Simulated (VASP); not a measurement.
**Bi2Te4Pb2S3: single point with PBE+D3(BJ)**

The system is Bi2Te4Pb2S3, a slab with vacuum.

```
CELL_PARAMETERS angstrom
4.22457 0.00000 0.00000
-2.11229 3.65859 0.00000
0.00000 0.00000 34.52415
ATOMIC_POSITIONS crystal
Te 0.33333 0.66667 0.23192
Te 0.66667 0.33333 0.29477
Te 0.33333 0.66667 0.70523
Te 0.66667 0.33333 0.76808
Bi 0.00000 0.00000 0.34908
Bi 0.00000 0.00000 0.65092
S 0.33333 0.66667 0.40305
S 0.00000 0.00000 0.50000
S 0.66667 0.33333 0.59695
Pb 0.66667 0.33333 0.45032
Pb 0.33333 0.66667 0.54968
```

| Quantity | Value |
| --- | --- |
| Program | VASP 6.6.1 |
| Task | single point |
| Functional | PBE |
| Dispersion | D3(BJ) |
| Potentials or basis | VASP PAW PBE potentials, release 64 (Te, Bi_d, S, Pb_d) |
| Cutoff | 520 eV |
| k mesh | 9 × 9 × 1 |
| Occupations | gaussian, width 0.05 eV |
| Spin | no spin polarisation |

The largest force is 0.008 eV/Å. The band gap on the k mesh is zero (bands 50 and 51 overlap by 0.37 eV). The dispersion energy per atom is -0.361 eV.

Forces in eV/Å, atoms in the order of the input:
```
Te   0.000  0.000  0.005
Te   0.000  0.000 -0.008
Te   0.000  0.000  0.008
Te   0.000  0.000 -0.005
Bi   0.000  0.000  0.003
Bi   0.000  0.000 -0.003
S    0.000  0.000 -0.004
S    0.000  0.000  0.000
S    0.000  0.000  0.004
Pb   0.000  0.000  0.006
Pb   0.000  0.000 -0.006
```

Levels at points of the mesh, in eV from the Fermi level:
```
           k point  band 46  band 47  band 48  band 49  band 50  band 51  band 52  band 53  band 54  band 55
(0.00, 0.00, 0.00)    -0.82    -0.10     0.19     0.22     0.22     0.23     0.23     0.82     1.40     1.56
```

Wall time 9.2 min on 1 thread of AMD EPYC 9R45 (Zen 5), with other jobs on the host, peak memory 0.78 GiB.

Caveat: spin-orbit coupling is left out, which moves the levels of the heavy elements.
